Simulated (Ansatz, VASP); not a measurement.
One calculation of Si2C, two programs

```
Si C
1.0
     4.75381    0.00000    0.00000
    -2.37691    4.11692    0.00000
     0.00000    0.00000    5.88785
Si C
4 2
Direct
  0.50000 0.00000 0.50000
  0.00000 0.50000 0.50000
  0.50000 0.50000 0.50000
  0.00000 0.00000 0.00000
  0.00000 0.00000 0.30509
  0.00000 0.00000 0.69491
```

Alike in both runs: functional PBE; k mesh 12 × 12 × 6; occupations gaussian, width 0.1 eV; no spin polarisation.

Ansatz relaxed the structure, and its values are those at the end. VASP's run is a single point on that final structure, the one shown.

|  | VASP | Ansatz |
| --- | --- | --- |
| version | VASP 6.6.1 | Ansatz 0.2.0 |
| potentials or method | VASP PAW PBE potentials, release 64 (Si, C), cutoff 520 eV | scalar-relativistic, plane waves, PAW |
| valence electrons in the cell | 24 | 24 |

```csv
,VASP,Ansatz,Ansatz less VASP
gap on the k mesh at the Fermi level (eV),none,none,-
pressure (GPa),0.0,0.0,+0.01
rms of the force components (eV/Å),0.007,0.002,-0.0054
```

A gap of «none» marks a metal or a gap that the smearing closes. The functional is the same, so the differences come from potentials, cutoffs and numerics.
